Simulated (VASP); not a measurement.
Crystal: MgAl2Cl2.

```
CELL_PARAMETERS angstrom
4.02078 0.00000 0.00000
-2.01039 3.48210 0.00000
0.00000 0.00000 6.92594
ATOMIC_POSITIONS crystal
Al 0.33333 0.66667 0.37730
Al 0.66667 0.33333 0.62270
Cl 0.33333 0.66667 0.73460
Cl 0.66667 0.33333 0.26540
Mg 0.00000 0.00000 0.00000
```

```yaml
Program: VASP 6.6.1
Task: relaxation of cell and atoms
Functional: PBE
Potentials_or_basis: VASP PAW PBE potentials, release 64 (Al, Cl, Mg)
Cutoff: 600 eV
k_mesh: 5 × 5 × 3
Occupations: tetrahedron
Spin: no spin polarisation
```

At the start: pressure 18.8 GPa; volume 19.39 Å³/atom.

Q: How do energy, volume and symmetry change on relaxing?

A: Over 24 steps the energy falls by 1349.4 meV/atom and the volume is 25.29 Å³/atom (+30.4 %); space group P-3m1 (No. 164, to 0.05 Å).

Step by step:
```
step  energy change (eV)  largest force (eV/Å)  pressure (GPa)  volume (Å³)
   1              0.0000                3.4029           18.83        96.97
   2             -2.9088                1.6106            1.99       132.59
   3             -3.1336                0.9312           -1.01       149.34
   4             -3.1349                0.8911           -1.17       150.54
   5             -3.3472                0.9145           -1.58       147.56
   6             -4.0027                0.7926           -2.31       138.29
   7             -5.3557                1.4457           -1.63       118.67
   8              3.7998               11.8772           80.12        77.83
   9             -6.0028                1.0670           -0.26       114.27
  10             -5.8342                1.4925           12.97        99.25
  11             -6.3004                0.2771            3.42       108.02
  12             -6.2995                0.0644            4.91       106.22
  13             -6.4505                0.3756            4.61       109.39
  14             -6.5465                0.7767            4.80       114.20
  15             -6.7390                0.1262            0.40       124.23
  16             -6.7419                0.1110           -0.17       125.88
  17             -6.7419                0.0969           -0.09       125.64
  18             -6.7435                0.0814           -0.06       125.62
  19             -6.7461                0.0327            0.03       125.57
  20             -6.7463                0.0384            0.06       125.55
  21             -6.7466                0.0331            0.03       125.80
  22             -6.7471                0.0228           -0.06       126.56
  23             -6.7471                0.0167            0.09       126.39
  24             -6.7472                0.0015            0.02       126.47
```

Final structure:
```
CELL_PARAMETERS angstrom
3.52470 -0.00283 0.00799
-1.76480 3.05107 -0.00799
0.00064 -0.00037 11.76549
ATOMIC_POSITIONS crystal
Al 0.33381 0.66619 0.42393
Al 0.66619 0.33381 0.57607
Cl 0.33385 0.66615 0.87936
Cl 0.66615 0.33385 0.12064
Mg 0.00000 0.00000 0.00000
```

Caveat: the k points lie up to 0.41 Å⁻¹ apart in the final cell; the volume moved by over 15 % at a fixed basis, so the end points are rough.
